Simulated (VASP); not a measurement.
Runs of VASP 6.6.1 on SnO2. The structure is that of space group I4_1/amd (No. 141), or close to it. The cells are those of the table. 

```csv
cell,gap on the mesh (eV),pressure (GPa),largest force (eV/Å)
"a = 5.446 Å, angles 134.7, 134.7, 66.0°, 6 atoms",(a),14.4,3.36
"a = 5.615 Å, angles 137.3, 137.3, 61.9°, 6 atoms",2.12,5.4,1.37
"a = 6.327 Å, angles 145.6, 145.6, 49.4°, 6 atoms",(c),5.6,1.47
"a = 6.587 Å, angles 147.9, 147.9, 46.0°, 6 atoms",1.68,12.3,1.94
"a = 5.329 Å, angles 132.7, 132.7, 69.2°, 6 atoms",(b),24.8,5.54
```

Alike in all rows: task single point; level LDA; potentials or basis VASP PAW LDA potentials, release 64 (Sn_d, O); no spin polarisation; k mesh 10 × 10 × 10; cutoff (eV) 520; smearing gaussian 0.05 eV.

Problem. Estimate the missing entries.

Solution. (a) 2.57; (b) 2.96; (c) 1.52.

Caveats: the cell stands under pressure; spin-orbit coupling is left out, which moves the levels of the heavy elements; forces of over 1 eV/Å act on the atoms, so gaps and moduli don't describe the material at rest.

A k mesh can miss the band edges, and the runs leave out spin-orbit coupling on Sn.
